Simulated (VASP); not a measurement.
**Cr: single point with PBE**

Cr:

```
Cr
1.0
    -1.41276    1.41276    1.41276
     1.41276   -1.41276    1.41276
     1.41276    1.41276   -1.41276
Cr
1
Direct
  0.00000 0.00000 0.00000
```

This cell differs from its parent crystal: volume scaled by 0.9405.

```json
{"Program": "VASP 6.6.1", "Task": "single point", "Functional": "PBE", "Potentials or basis": "VASP PAW PBE potentials, release 64 (Cr_pv)", "Cutoff": "520 eV", "k mesh": "16 × 16 × 16", "Occupations": "fermi-dirac, width 0.03 eV", "Spin": "collinear spin, ferromagnetic start", "Starting moments": "[3.0] μB"}
```

The pressure is 6.0 GPa, the band gap on the k mesh is zero (filled and empty bands overlap) and the net moment is 0.00 μB per cell. The valence electrons inside the program's atomic spheres are Cr 11.11.

Levels at points of the mesh, in eV from the Fermi level:
Spin up:
| k point | band 4 | band 5 | band 6 | band 7 | band 8 | band 9 |
| --- | --- | --- | --- | --- | --- | --- |
| (0.00, 0.00, 0.00) | -7.89 | -0.90 | -0.90 | -0.90 | 1.22 | 1.22 |
| (0.50, 0.00, 0.00) | -4.51 | -2.50 | 1.22 | 1.23 | 1.57 | 2.97 |
| (0.50, 0.50, 0.50) | -4.42 | -4.42 | 2.57 | 2.57 | 2.57 | 7.15 |
Spin down:
```csv
k point,band 4,band 5,band 6,band 7,band 8,band 9
"(0.00, 0.00, 0.00)",-7.89,-0.90,-0.90,-0.90,1.22,1.22
"(0.50, 0.00, 0.00)",-4.51,-2.50,1.22,1.23,1.57,2.97
"(0.50, 0.50, 0.50)",-4.42,-4.42,2.57,2.57,2.57,7.15
```

Run time: 23 s on 1 thread of Intel(R) Xeon(R) Platinum 8559C (Emerald Rapids), on a shared host, peak memory 0.15 GiB.

Caveat: the starting moments collapsed, and a magnetic state may lie lower.
